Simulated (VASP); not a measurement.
Set up this calculation in VASP 6.6.1, as the native input.

```yaml
Task: electric field gradients
Functional: LDA
Potentials_or_basis: VASP PAW LDA potentials, release 64 (In_d, Se)
Cutoff: 520 eV
k_mesh: 7 × 7 × 6
Occupations: fermi-dirac, width 0.03 eV
Spin: no spin polarisation
Dipole_correction: no
Further_INCAR_settings: ALGO = Normal; EDIFF = 1e-08; NBANDS = 27
```

The structure of InSe lies in POSCAR:

```
InSe
1.0
    5.8263928781     -2.0546489550      0.0000000000
    5.8263928781      2.0546489550      0.0000000000
   -1.7232330140      0.0000000000      4.7713478577
In Se
2 2
Direct
    0.1117967500      0.1117967500      0.9531586400
    0.8882032500      0.8882032500      0.0468413600
    0.3390724100      0.3390724100      0.3310443800
    0.6609275900      0.6609275900      0.6689556200
```

One way to write it, as run:

INCAR

```
  PREC = Accurate
  ENCUT = 520
  EDIFF = 1E-8
  ISMEAR = -1
  SIGMA = 0.03
  LREAL = F
  LASPH = T
  NELM = 100
  ALGO = Normal
  ISIF = 2
  LWAVE = F
  LCHARG = F
  LEFG = T
  NBANDS = 27
```

KPOINTS

```
regular mesh
0
Gamma
  7 7 6
```

Potentials or basis: VASP PAW LDA potentials, release 64 (In_d, Se).

Run with:

```sh
$ cat potpaw_LDA.64/In_d/POTCAR potpaw_LDA.64/Se/POTCAR > POTCAR
$ mpirun -np 1 vasp_std > vasp.out
```

Results of the run:

```json
{
 "Pressure": "-2.7 GPa",
 "Largest force": "0.068 eV/Å",
 "Band gap on the k mesh": "1.01 eV (least direct gap 1.08 eV)",
 "Largest electric field gradient by atom": "In -129.1; Se -78.7 V/Å²"
}
```

Caveat: without QUAD_EFG the Cq values of the log hold for a quadrupole moment of 1 mb, not for the nuclei; spin-orbit coupling is left out, which moves the levels of the heavy elements; an odd mesh through Γ misses points on the zone boundary, where band edges can lie.

Wall time 10 min on 1 thread of AMD EPYC 7571, on a shared host, peak memory 0.36 GiB.
